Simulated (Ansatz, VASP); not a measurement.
**Ce in VASP and in Ansatz**

POSCAR

```
Ce
1.0
    0.0000000000      2.3390384114      2.3390384114
    2.3390384114      0.0000000000      2.3390384114
    2.3390384114      2.3390384114      0.0000000000
Ce
1
Direct
    0.0000000000      0.0000000000      0.0000000000
```

The input INCAR.step1:

```
SYSTEM = Ce
PREC = Accurate ; ENCUT = 520
ISMEAR = 0 ; SIGMA = 0.3
LREAL = .False. ; LASPH = .True.
NELM = 80 ; NBANDS = 12
GGA = PE ; ALGO = Normal
EDIFF = 1E-4 ; LWAVE = .True.
LCHARG = .False.
```

INCAR.step2

```
SYSTEM = Ce
PREC = Accurate ; ENCUT = 520
EDIFF = 1E-6 ; ISMEAR = 0
SIGMA = 0.3 ; LREAL = .False.
LASPH = .True. ; NELM = 80
ALGO = Normal ; ISIF = 2
LWAVE = .False. ; LCHARG = .False.
METAGGA = R2SCAN ; LMIXTAU = .True.
NBANDS = 12 ; ISTART = 1
```

Contents of KPOINTS:

```
regular mesh
0
Gamma
  12 12 12
  0 0 0
```

Input for Ansatz:

```yaml
crystal:
  lattice:
    - [0.0, 2.3390384114, 2.3390384114]
    - [2.3390384114, 0.0, 2.3390384114]
    - [2.3390384114, 2.3390384114, 0.0]
  atoms:
    - { symbol: Ce, position: [0.0, 0.0, 0.0] }
hamiltonian:
  xc: r2scan
  pseudopotentials:
    kind: paw
    azcp:
      Ce: "pseudopotentials/Ce.paw.azcp"
basis:
  ecutwfc: 500
  fft_grid_basis: typed
kpoints:
  mp_grid: { grid: [12, 12, 12], shift: [0, 0, 0] }
magnetization:
  spin_polarized: false
scf:
  occupations: { method: gaussian, width: 0.3 }
  lower_state_search: "off"
output:
  stress: true
  write_density: true
  write_potential: true
  elf: true
  volumetric_format: npy
```

Alike in both runs: task single point; functional r2SCAN; k mesh 12 × 12 × 12; occupations gaussian, width 0.3 eV; no spin polarisation.

```csv
,VASP,Ansatz
version,VASP 6.6.1,Ansatz 0.2.0
potentials or method,"VASP PAW PBE potentials, release 64 (Ce), cutoff 520 eV","plane waves (500 eV) with PAW, scalar-relativistic"
valence electrons in the cell,12,12
```

```tsv
	VASP	Ansatz	Ansatz less VASP
pressure (GPa)	-0.3	0.0	+0.26
```

VASP's potentials were made for PBE, not for r2SCAN. With one functional, cell and mesh, what is left measures potentials, basis and numerics.

Spin-orbit coupling is off throughout.
